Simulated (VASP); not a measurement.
Ba2TiTeO6: single point with PBE

Ba2TiTeO6:

```
Ti O Te Ba
1.0
     0.00000    5.59869    0.00000
     5.59869    0.00000    0.00000
     2.79934    2.79934   -4.32778
Ti O Te Ba
1 6 1 2
Direct
  0.00000 0.00000 0.00000
  0.24400 0.26300 0.00000
  0.26300 0.75600 0.00000
  0.75600 0.73700 0.00000
  0.73700 0.24400 0.00000
  0.28100 0.28100 0.43800
  0.71900 0.71900 0.56200
  0.50000 0.50000 0.00000
  0.75000 0.25000 0.50000
  0.25000 0.75000 0.50000
```

```
Program                : VASP 6.6.1
Task                   : single point
Functional             : PBE
Potentials or basis    : VASP PAW PBE potentials, release 64 (Ti_sv, O, Te, Ba_sv)
Cutoff                 : 520 eV
k mesh                 : 4 × 4 × 4
Occupations            : gaussian, width 0.0135 eV
Spin                   : no spin polarisation
Dipole correction      : no
Further INCAR settings : ALGO = Normal; EDIFF = 1e-06; NBANDS = 48
```

```
Pressure               : 18.3 GPa
Largest force          : 4.177 eV/Å
Band gap on the k mesh : zero (band 37 reaches 8.01 eV, above the bottom of band 38 at 7.86 eV)
```

Forces in eV/Å, atoms in the order of the input:
```
Ti   0.000  0.000  0.000
O   -1.942 -2.041  0.000
O    2.041 -1.942  0.000
O    1.942  2.041  0.000
O   -2.041  1.942  0.000
O    0.000  0.000 -4.177
O    0.000  0.000  4.177
Te   0.000  0.000  0.000
Ba   0.000  0.000  0.000
Ba   0.000  0.000  0.000
```

Stress tensor (GPa, compression positive):
```
18.91  0.00  0.00
 0.00 18.91  0.00
 0.00  0.00 17.17
```

Levels at points of the mesh, in eV from the Fermi level:
```
           k point  band 33  band 34  band 35  band 36  band 37  band 38  band 39  band 40  band 41  band 42
(0.00, 0.00, 0.00)    -4.37    -4.01    -4.01    -3.69    -0.62    -0.14    -0.14     0.13     0.76     1.38
(0.50, 0.00, 0.00)    -4.56    -4.39    -4.23    -4.12    -0.04     0.16     0.31     0.80     0.87     1.99
(0.50, 0.50, 0.00)    -5.18    -4.99    -4.89    -4.15    -1.11     0.08     0.41     0.82     1.58     3.03
(0.00, 0.00, 0.50)    -4.77    -4.60    -4.60    -3.71    -0.95     0.22     0.42     0.42     2.30     2.64
```

Wall time 2.8 min on 1 thread of Intel(R) Xeon(R) Platinum 8375C CPU @ 2.90GHz (Ice Lake) (shared host), peak memory 0.32 GiB.

Caveat: the k points lie up to 0.36 Å⁻¹ apart; spin-orbit coupling is left out, which moves the levels of the heavy elements; semilocal functionals often make such compounds metallic where correlation or magnetic order opens a gap, which also shifts bond lengths; forces of over 1 eV/Å act on the atoms, so gaps and moduli don't describe the material at rest.
